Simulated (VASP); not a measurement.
A run of VASP 6.6.1 is set up as follows.

File INCAR:

```
SYSTEM = Mo
PREC     = Accurate       ! precision mode
ENCUT    = 520            ! plane-wave cutoff, eV
EDIFF    = 1E-6           ! SCF threshold, eV
ISMEAR   = -1             ! smearing method
SIGMA    = 0.1            ! smearing width, eV
LREAL    = .False.        ! projectors in reciprocal space
LASPH    = .True.         ! aspherical terms in the spheres
NELM     = 80             ! most SCF steps
ALGO     = Normal         ! electronic algorithm
ISIF     = 2              ! what is computed and relaxed
LWAVE    = .False.        ! write WAVECAR
LCHARG   = .True.         ! write CHGCAR
GGA      = PE             ! functional
LELF     = .True.         ! ELF
LVHAR    = .True.       
NBANDS   = 13             ! bands
```

Contents of KPOINTS:

```
Automatic mesh
0
Gamma
  14 14 14
  0 0 0
```

The input POSCAR:

```
Mo
1.0
    2.6382022361      0.0000000000      0.0000000000
    0.0000000000      2.6382022361      0.0000000000
    0.0000000000      0.0000000000      2.6382022361
Mo
1
Direct
    0.0000000000      0.0000000000      0.0000000000
```

Potentials or basis: VASP PAW PBE potentials, release 64 (Mo_sv).

The run is started by

```bash
$ cat potpaw_PBE.64/Mo_sv/POTCAR > POTCAR
$ mpirun -np 1 vasp_std > vasp.out
```

Question: Estimate the pressure.

Answer: -7.3 GPa.

Question: Estimate the band gap on the k mesh.

Answer: Zero (band 7 reaches 11.52 eV, above the bottom of band 8 at 9.32 eV).
